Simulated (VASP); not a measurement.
Here is a VASP 6.6.1 calculation.

INCAR

```
  PREC = Accurate
  ENCUT = 520
  EDIFF = 1E-6
  ISMEAR = 1
  SIGMA = 0.1
  LREAL = False
  LASPH = True
  NELM = 80
  ALGO = Normal
  ISIF = 2
  LWAVE = False
  LCHARG = False
  GGA = CA
  NBANDS = 32
  ISYM = 0
```

KPOINTS

```
Automatic mesh
0
Gamma
  5 5 2
  0.5 0.5 0.5
```

Contents of POSCAR:

```
SrClO
1.0
    4.2724200000      0.0000000000      0.0000000000
   -2.1362100000      3.7000250000      0.0000000000
    0.0000000000      0.0000000000      9.6507370000
Sr Cl O
2 2 2
Direct
    0.3333333333      0.6666666667      0.9391280000
    0.6666666667      0.3333333333      0.4391280000
    0.3333333333      0.6666666667      0.2491500000
    0.6666666667      0.3333333333      0.7491500000
    0.0000000000      0.0000000000      0.4845330000
    0.0000000000      0.0000000000      0.9845330000
```

Potentials or basis: VASP PAW LDA potentials, release 64 (Sr_sv, Cl, O).

The run is started by

```bash
$ cat potpaw_LDA.64/Sr_sv/POTCAR potpaw_LDA.64/Cl/POTCAR potpaw_LDA.64/O/POTCAR > POTCAR
$ mpirun -np 1 vasp_std > vasp.out
```

Question: Predict the band gap on the k mesh.

Answer: Zero (bands 23 and 24 overlap by 0.01 eV).

Question: Predict the pressure.

Answer: -5.1 GPa.

Question: Predict the largest force.

Answer: 0.262 eV/Å.

Forces in eV/Å, atoms in the order of the input:
```
Sr   0.000  0.000  0.169
Sr   0.000  0.000  0.168
Cl   0.000  0.000  0.094
Cl   0.000  0.000  0.094
O    0.000  0.000 -0.262
O    0.000  0.000 -0.262
```

Caveat: the cell stands under tension.
